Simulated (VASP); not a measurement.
A run of VASP 6.6.1:

INCAR

```
SYSTEM = SrO
ALGO = Normal
EDIFF = 1E-8
ENCUT = 520
GGA = PS
ISIF = 2
ISMEAR = -1
LASPH = .True.
LCHARG = .False.
LEFG = .True.
LREAL = .False.
LWAVE = .False.
NBANDS = 15
NELM = 80
PREC = Accurate
SIGMA = 0.03
```

KPOINTS

```
k-points
0
Gamma
  8 8 8
  0 0 0
```

File POSCAR:

```
SrO
1.0
    0.0000000000      2.5184040000      2.5698000000
    2.5184040000      0.0000000000      2.5698000000
    2.5184040000      2.5184040000      0.0000000000
Sr O
1 1
Direct
    0.0000000000      0.0000000000      0.0000000000
    0.5000000000      0.5000000000      0.5000000000
```

Potentials or basis: VASP PAW PBE potentials, release 64 (Sr_sv, O).

Command:

```bash
$ cat potpaw_PBE.64/Sr_sv/POTCAR potpaw_PBE.64/O/POTCAR > POTCAR
$ mpirun -np 1 vasp_std > vasp.out
```

Hardware: 1 thread of Intel(R) Xeon(R) Platinum 8559C (Emerald Rapids), on a shared host.

Task: Estimate the wall time of this run.

Result: It took 21 s on 1 thread of Intel(R) Xeon(R) Platinum 8559C (Emerald Rapids), with other jobs on the host, peak memory 0.17 GiB. Counts: scf iterations 16, k points 59.
